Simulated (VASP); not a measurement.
Input of a VASP 6.6.1 run:

The input INCAR:

```
  PREC = Accurate
  ENCUT = 520
  EDIFF = 1E-7
  ISMEAR = 0
  SIGMA = 0.15
  LREAL = F
  LASPH = T
  NELM = 80
  ALGO = Fast
  ISIF = 2
  LWAVE = F
  LCHARG = T
  GGA = PS
  LELF = T
  LVHAR = T
  NBANDS = 12
```

KPOINTS

```
Automatic mesh
0
Gamma
  26 26 26
```

POSCAR

```
Au
1.0
   -1.5805465595      1.5805465595      1.6210733944
    1.5805465595     -1.5805465595      1.6210733944
    1.5805465595      1.5805465595     -1.6210733944
Au
1
Direct
    0.0000000000      0.0000000000      0.0000000000
```

Potentials or basis: VASP PAW PBE potentials, release 64 (Au).

The run is started by

```bash
$ cat potpaw_PBE.64/Au/POTCAR > POTCAR
$ mpirun -np 1 vasp_std > vasp.out
```

(1) What does it give for the band gap on the k mesh?

(2) Estimate the pressure.

Answers

(1) zero (an odd number of electrons rules out a gap without spin polarisation).

(2) 10.0 GPa.

Caveat: the cell differs from its parent crystal (strain -0.025 along x and y, +0.000 along z); the cell stands under pressure; the PAW data sets were made with another functional, which shifts forces and pressure a little; spin-orbit coupling is left out, which moves the levels of the heavy elements.
